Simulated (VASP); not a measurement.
# V (Fm-3m) in VASP: single point with PBE

Aim: the single point of V with PBE.

All numbers are computed with VASP 6.6.1; they aren't measurements. Logs are shortened: lines on timing, memory, paths and dates and some standing lists are left out, and cuts for length are marked.

## 1. The cell of the first run

The structure is cubic, space group Fm-3m (No. 225). The conventional cell has a = 3.815 Å, b = 3.815 Å, c = 3.815 Å, α = 90.00°, β = 90.00°, γ = 90.00°. Within 3.6 Å of V (site symmetry m-3m) lie 12 V at 2.70 Å.

The cell was generated, and may not be a known phase.

## 2. Single point, PBE, collinear spin, ferromagnetic start

INCAR

```
SYSTEM = V
ALGO = Fast ; EDIFF = 1E-6
ENCUT = 520 ; GGA = PE
ISIF = 2 ; ISMEAR = 0
ISPIN = 2 ; LASPH = .True.
LCHARG = .False. ; LMAXMIX = 4
LORBIT = 11 ; LREAL = .False.
LWAVE = .False. ; MAGMOM = 2 2 2 2 2 2 2 2
NBANDS = 66 ; NELM = 150
PREC = Accurate ; SIGMA = 0.1
```

KPOINTS

```
k-points
0
Gamma
  6 6 6
  0 0 0
```

POSCAR

```
V
1.0
    0.0000000000      3.8154002700      3.8154002700
    3.8154002700      0.0000000000      3.8154002700
    3.8154002700      3.8154002700      0.0000000000
V
8
Direct
    0.3749997818      0.3749997818      0.3749997818
    0.3749997818      0.3749997818      0.8750006545
    0.3749997818      0.8750006545      0.3749997818
    0.8750006545      0.3749997818      0.3749997818
    0.8750002182      0.8750002182      0.3749993455
    0.8750002182      0.8750002182      0.8750002182
    0.8750002182      0.3749993455      0.8750002182
    0.3749993455      0.8750002182      0.8750002182
```

Potentials or basis: VASP PAW PBE potentials, release 64 (V_sv).

Started as:

```console
cat potpaw_PBE.64/V_sv/POTCAR > POTCAR
mpirun -np 1 vasp_std > vasp.out
```

OUTCAR:

```text
SYSTEM = V
   EDIFF = 1E-6
   ENCUT = 520
   GGA = PE
   ISIF = 2
   ISMEAR = 0
   ISPIN = 2
   LASPH = .True.
   LORBIT = 11
   LREAL = .False.
   NELM = 150
   PREC = Accurate

 ion  position               nearest neighbor table
   1  0.375  0.375  0.375-   2 2.70   3 2.70   4 2.70   8 2.70   7 2.70   8 2.70   5 2.70   7 2.70
                             5 2.70   2 2.70   4 2.70   3 2.70
   2  0.375  0.375  0.875-   1 2.70   3 2.70   4 2.70   7 2.70   8 2.70   6 2.70   6 2.70   8 2.70
                             7 2.70   3 2.70   4 2.70   1 2.70
   3  0.375  0.875  0.375-   1 2.70   2 2.70   4 2.70   5 2.70   8 2.70   6 2.70   6 2.70   8 2.70
                             5 2.70   4 2.70   2 2.70   1 2.70
   4  0.875  0.375  0.375-   1 2.70   2 2.70   3 2.70   5 2.70   7 2.70   6 2.70   6 2.70   7 2.70
                             5 2.70   3 2.70   2 2.70   1 2.70
   5  0.875  0.875  0.375-   6 2.70   7 2.70   8 2.70   4 2.70   3 2.70   1 2.70   1 2.70   4 2.70
                             3 2.70   8 2.70   6 2.70   7 2.70
   6  0.875  0.875  0.875-   5 2.70   7 2.70   8 2.70   3 2.70   4 2.70   2 2.70   4 2.70   2 2.70
                             3 2.70   5 2.70   7 2.70   8 2.70
   7  0.875  0.375  0.875-   5 2.70   6 2.70   8 2.70   4 2.70   2 2.70   1 2.70   1 2.70   4 2.70
                             2 2.70   8 2.70   5 2.70   6 2.70
   8  0.375  0.875  0.875-   5 2.70   6 2.70   7 2.70   3 2.70   2 2.70   1 2.70   1 2.70   3 2.70
                             2 2.70   6 2.70   5 2.70   7 2.70
[... 6 lines left out ...]
 A1 = (   0.0000000000,   3.8154002700,   3.8154002700)
 A2 = (   3.8154002700,   0.0000000000,   3.8154002700)
 A3 = (   3.8154002700,   3.8154002700,   0.0000000000)

Analysis of symmetry for initial positions (statically):
=====================================================================
 Subroutine PRICEL returns following result:

  LATTYP: Found a face centered cubic cell.
 ALAT       =     3.8153936106
[... 12 lines left out ...]
 Subroutine GETGRP returns: Found 48 space group operations
 (whereof 24 operations were pure point group operations)
 out of a pool of 48 trial point group operations.

The static configuration has the point symmetry T_d .
 The point group associated with its full space group is O_h .

Analysis of symmetry for dynamics (positions and initial velocities):
=====================================================================
 Subroutine PRICEL returns following result:

  LATTYP: Found a face centered cubic cell.
 ALAT       =     3.8153936106
[... 12 lines left out ...]
 Subroutine GETGRP returns: Found 48 space group operations
 (whereof 24 operations were pure point group operations)
 out of a pool of 48 trial point group operations.

The dynamic configuration has the point symmetry T_d .
 The point group associated with its full space group is O_h .

Analysis of structural, dynamic, and magnetic symmetry:
=====================================================================
 Subroutine PRICEL returns following result:

  LATTYP: Found a face centered cubic cell.
 ALAT       =     3.8153936106
[... 12 lines left out ...]
 Subroutine GETGRP returns: Found 48 space group operations
 (whereof 24 operations were pure point group operations)
 out of a pool of 48 trial point group operations.

The overall configuration has the point symmetry T_d .
 The point group associated with its full space group is O_h .

 Subroutine INISYM returns: Found 48 space group operations
 (whereof 24 operations are pure point group operations),
 and found     8 'primitive' translations

----------------------------------------------------------------------------------------

                                     Primitive cell

  volume of cell :      13.8854

  direct lattice vectors                    reciprocal lattice vectors
     0.000000000  1.907696805  1.907696805    -0.262096156  0.262096156  0.262096156
     1.907696805  0.000000000  1.907696805     0.262096156 -0.262096156  0.262096156
     1.907696805  1.907696805  0.000000000     0.262096156  0.262096156 -0.262096156

  length of vectors
     2.697890695  2.697890695  2.697890695     0.453963859  0.453963859  0.453963859

  position of ions in fractional coordinates (direct lattice)
     0.750000873  0.750000873  0.750000873

  ion indices of the primitive-cell ions
   primitive index   ion index
                 1           1

----------------------------------------------------------------------------------------

 KPOINTS: k-points
[... 52 lines left out ...]
   ICHARG =      2    charge: 1-file 2-atom 10-const
   ISPIN  =      2    spin polarized calculation?
   LNONCOLLINEAR =      F non collinear calculations
   LSORBIT =      F    spin-orbit coupling
   LASPH  =      T    aspherical Exc in radial PAW
   ENCUT  =  520.0 eV  38.22 Ry    6.18 a.u.  10.03 10.03 10.03*2*pi/ulx,y,z
   NELM   =    150;   NELMIN=  2; NELMDL= -5     # of ELM steps
   EDIFF  = 0.1E-05   stopping-criterion for ELM
   LREAL  =      F    real-space projection
   EDIFFG = 0.1E-04   stopping-criterion for IOM
   NSW    =      0    number of steps for IOM
   IBRION =     -1    ionic relax: 0-MD 1-quasi-New 2-CG
   NFREE  =      0    steps in history (QN), initial steepest desc. (CG)
   ISIF   =      2    stress and relaxation
   ISYM   =      2    0-nonsym 1-usesym 2-fastsym
   POTIM  = 0.5000    time-step for ionic-motion
   TEBEG  =    0.0;   TEEND  =   0.0 temperature during run
   PSTRESS=    0.0 pullay stress
   NELECT =     104.0000    total number of electrons
   NUPDOWN=      -1.0000    fix difference up-down
   EMIN   =  10.00;   EMAX   =-10.00  energy-range for DOS
   EFERMI =   0.00;   METHOD = LEGACY
   ISMEAR =     0;   SIGMA  =   0.10  broadening in eV -4-tet -1-fermi 0-gaus
   EFERMI_NEDOS =   21; number of points for ismear=-14 and -15
   IALGO  =     68    algorithm
   IMIX   =      4    mixing-type and parameters
     AMIX     =   0.40;   BMIX     =  1.00
     AMIX_MAG =   1.60;   BMIX_MAG =  1.00
  volume/ion in A,a.u.               =      13.89        93.70
  Fermi-wavevector in a.u.,A,eV,Ry     =   1.601533  3.026458 34.897683  2.564907
  Thomas-Fermi vector in A             =   2.698496
   LORBIT       =     11    0 simple, 1 ext, 2 COOP (PROOUT), +10 PAW based schemes
   GGA     = PE    functional components
   LHFCALC =     F    Hartree Fock is set to
   AEXX    =    0.0000 exact exchange contribution
   IVDW    =     0    specifies the selected vdW correction
   LEPSILON=     F    determine dielectric tensor
   LRPA    =     F    only Hartree local field effects (RPA)
 spin polarized calculation
 RMM-DIIS sequential band-by-band and
 Gauss-broadening in eV      SIGMA  =   0.10
  energy-cutoff  :      520.00
  volume of cell :      111.08
 maximum number of plane-waves:      3024
   NGX = 21   NGY = 21   NGZ = 21

 number of electron     104.0000018 magnetization       0.0004276

 number of electron     104.0000018 magnetization      -0.0007918

 Free energy of the ion-electron system (eV)
  ---------------------------------------------------
  ext. energy  EPLUGINS =         0.00000000
  ---------------------------------------------------
  free energy    TOTEN  =       -70.03207904 eV

  energy without entropy =      -69.97720386  energy(sigma->0) =      -70.00464145

 E-fermi :   9.6427     XC(G=0): -12.7431

 val. band max:        9.6426961245   @ k =   0.3333   0.1667   0.0000
 cond. band min:       9.6427621744   @ k =   0.3333   0.1667   0.0000
 fundamental gap:      0.0000660499
 Fermi energy:         9.6427475047

 spin component 1

 k-point     1 :       0.0000    0.0000    0.0000
  band No.  band energies     occupation
      1     -54.4291      1.00000
      2     -54.2658      1.00000
      3     -54.2658      1.00000
      4     -54.2658      1.00000
      5     -54.2658      1.00000
      6     -54.2131      1.00000
[... 1061 lines left out ...]
     63      11.1667      0.00000
     64      11.2146      0.00000
 Fermi energy:         9.6427475047

 spin component 2

 k-point     1 :       0.0000    0.0000    0.0000
  band No.  band energies     occupation
      1     -54.4292      1.00000
      2     -54.2659      1.00000
      3     -54.2659      1.00000
      4     -54.2659      1.00000
      5     -54.2659      1.00000
      6     -54.2132      1.00000
[... 1061 lines left out ...]
     63      11.1858      0.00000
     64      11.2042      0.00000
 [bands above 64 left out]

------------------------ aborting loop because EDIFF is reached ----------------------------------------

  FORCE on cell =-STRESS in cart. coord.  units (eV):
  Direction    XX          YY          ZZ          XY          YZ          ZX
  --------------------------------------------------------------------------------------
  -------------------------------------------------------------------------------------
  Total        0.1456427      0.1456427      0.1456427      0.0000000      0.0000000     -0.0000000
  in kB        2.1006278      2.1006278      2.1006278      0.0000000      0.0000000     -0.0000000
  external PRESSURE =       2.1006278 kB  Pullay stress =       0.0000000 kB

 VOLUME and BASIS-vectors are now :
 -----------------------------------------------------------------------------
  energy-cutoff  :      520.00
  volume of cell :      111.08
      direct lattice vectors                 reciprocal lattice vectors
     0.000000000  3.815400270  3.815400270    -0.131047849  0.131047849  0.131047849
     3.815400270  0.000000000  3.815400270     0.131047849 -0.131047849  0.131047849
     3.815400270  3.815400270  0.000000000     0.131047849  0.131047849 -0.131047849

 POSITION                                       TOTAL-FORCE (eV/Angst)
 -----------------------------------------------------------------------------------
      2.86155      2.86155      2.86155        -0.000000      0.000000      0.000000
      4.76925      4.76925      2.86155         0.000000      0.000000     -0.000000
      4.76925      2.86155      4.76925        -0.000000     -0.000000     -0.000000
      2.86155      4.76925      4.76925         0.000000     -0.000000     -0.000000
      4.76925      4.76925      6.67695         0.000000      0.000000     -0.000000
      6.67695      6.67695      6.67695         0.000000     -0.000000      0.000000
      4.76925      6.67695      4.76925        -0.000000      0.000000     -0.000000
      6.67695      4.76925      4.76925        -0.000000     -0.000000      0.000000
 -----------------------------------------------------------------------------------
    total drift:                                0.000002      0.000002      0.000002

  FREE ENERGIE OF THE ION-ELECTRON SYSTEM (eV)
  ---------------------------------------------------
  free  energy   TOTEN  =       -70.0320790351 eV

  energy  without entropy=      -69.9772038615  energy(sigma->0) =      -70.00464145

 total charge

# of ion       s       p       d       tot
------------------------------------------
    1        2.341   6.224   3.026  11.592
    2        2.341   6.224   3.026  11.592
    3        2.341   6.224   3.026  11.592
    4        2.341   6.224   3.026  11.592
    5        2.341   6.224   3.026  11.592
    6        2.341   6.224   3.026  11.592
    7        2.341   6.224   3.026  11.592
    8        2.341   6.224   3.026  11.592
--------------------------------------------------
tot         18.729  49.795  24.209  92.733

 magnetization (x)

# of ion       s       p       d       tot
------------------------------------------
    1       -0.000  -0.000  -0.000  -0.000
    2       -0.000  -0.000  -0.000  -0.000
    3       -0.000  -0.000  -0.000  -0.000
    4       -0.000  -0.000  -0.000  -0.000
    5       -0.000  -0.000  -0.000  -0.000
    6       -0.000  -0.000  -0.000  -0.000
    7       -0.000  -0.000  -0.000  -0.000
    8       -0.000  -0.000  -0.000  -0.000
--------------------------------------------------
tot         -0.000  -0.000  -0.000  -0.000
```

Run time: 2.5 min. Hardware: 1 thread of Intel Xeon 6975P-C (Granite Rapids), shared host; peak memory 0.36 GiB.

Results:

* Free energy: -70.0321 eV
* Pressure: 0.2 GPa
* Band gap on the k mesh: zero (filled and empty bands overlap)
* Net moment: 0.00 μB per cell
* Valence electrons inside the program's atomic spheres: V 11.59

Caveat: the moments typed at the start vanished in this run.
